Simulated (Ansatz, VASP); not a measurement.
## Two plane-wave programs on C

The input POSCAR:

```
C
1.0
   -2.4291088790      2.4291088790      2.4291088790
    2.4291088790     -2.4291088790      2.4291088790
    4.8582177580      4.8582177580      0.0000000000
C
16
Direct
    0.3254551601      0.0000000000      0.0000000000
    0.8254551601      0.5000000000      0.5000000000
    0.3372724200      0.3372724200      0.3372724200
    0.8372724200      0.8372724200      0.8372724200
    0.0000000000      0.3254551601      0.0000000000
    0.5000000000      0.8254551601      0.5000000000
    0.8372724200      0.8372724200      0.1627275800
    0.3372724200      0.3372724200      0.6627275800
    0.0000000000      0.6745448399      0.0000000000
    0.5000000000      0.1745448399      0.5000000000
    0.1627275800      0.1627275800      0.1627275800
    0.6627275800      0.6627275800      0.6627275800
    0.6745448399      0.0000000000      0.0000000000
    0.1745448399      0.5000000000      0.5000000000
    0.6627275800      0.6627275800      0.3372724200
    0.1627275800      0.1627275800      0.8372724200
```

The input INCAR.step1:

```
PREC = Accurate
ENCUT = 520
ISMEAR = 0
SIGMA = 0.05
LREAL = Auto
LASPH = True
NELM = 60
NBANDS = 46
GGA = PE
ALGO = Normal
EDIFF = 1E-4
LWAVE = True
LCHARG = False
```

The input INCAR.step2:

```
PREC = Accurate
ENCUT = 520
EDIFF = 1E-6
ISMEAR = 0
SIGMA = 0.05
LREAL = Auto
LASPH = True
NELM = 60
ALGO = Normal
ISIF = 2
LWAVE = False
LCHARG = False
METAGGA = R2SCAN
LMIXTAU = True
NBANDS = 46
ISTART = 1
```

Contents of KPOINTS:

```
Automatic mesh
0
Gamma
  6 6 4
```

Input for Ansatz:

```yaml
crystal:
  lattice:
    - [-2.429108879, 2.429108879, 2.429108879]
    - [2.429108879, -2.429108879, 2.429108879]
    - [4.858217758, 4.858217758, 0.0]
  atoms:
    - { symbol: C, position: [0.3254551601, 0.0, 0.0] }
    - { symbol: C, position: [0.8254551601, 0.5, 0.5] }
    - { symbol: C, position: [0.33727242, 0.33727242, 0.33727242] }
    - { symbol: C, position: [0.83727242, 0.83727242, 0.83727242] }
    - { symbol: C, position: [0.0, 0.3254551601, 0.0] }
    - { symbol: C, position: [0.5, 0.8254551601, 0.5] }
    - { symbol: C, position: [0.83727242, 0.83727242, 0.16272758] }
    - { symbol: C, position: [0.33727242, 0.33727242, 0.66272758] }
    - { symbol: C, position: [0.0, 0.6745448399, 0.0] }
    - { symbol: C, position: [0.5, 0.1745448399, 0.5] }
    - { symbol: C, position: [0.16272758, 0.16272758, 0.16272758] }
    - { symbol: C, position: [0.66272758, 0.66272758, 0.66272758] }
    - { symbol: C, position: [0.6745448399, 0.0, 0.0] }
    - { symbol: C, position: [0.1745448399, 0.5, 0.5] }
    - { symbol: C, position: [0.66272758, 0.66272758, 0.33727242] }
    - { symbol: C, position: [0.16272758, 0.16272758, 0.83727242] }
basis:
  ecutwfc: 500
kpoints:
  mp_grid: { grid: [6, 6, 4] }
hamiltonian:
  xc: r2scan
scf:
  occupations: { method: gaussian, width: 0.05 }
output:
  forces: true
  stress: true
  eigenvalues: true
  write_density: true
  write_potential: true
  elf: true
  volumetric_format: npy
```

Alike in both runs: task single point; functional r2SCAN; k mesh 6 × 6 × 4; occupations gaussian, width 0.05 eV; no spin polarisation.

|  | VASP | Ansatz |
| --- | --- | --- |
| version | VASP 6.6.1 | Ansatz 0.2.0 |
| potentials or method | VASP PAW PBE potentials, release 64 (C), cutoff 520 eV | scalar-relativistic, plane waves, PAW |
| valence electrons in the cell | 64 | 64 |

Ansatz gave:

| Quantity | Value |
| --- | --- |
| gap on the k mesh at the Fermi level (eV) | 3.07 |
| least direct gap on the mesh (eV) | 3.93 |
| rms of the force components (eV/Å) | 0.003 |

Q: Estimate VASP's values.

A: gap on the k mesh at the Fermi level (eV): 3.06; least direct gap on the mesh (eV): 3.92; rms of the force components (eV/Å): 0.027.

VASP's potentials were made for PBE, not for r2SCAN. Atom by atom the forces differ by 0.024 eV/Å (rms over components). With one functional, cell and mesh, what is left measures potentials, basis and numerics.
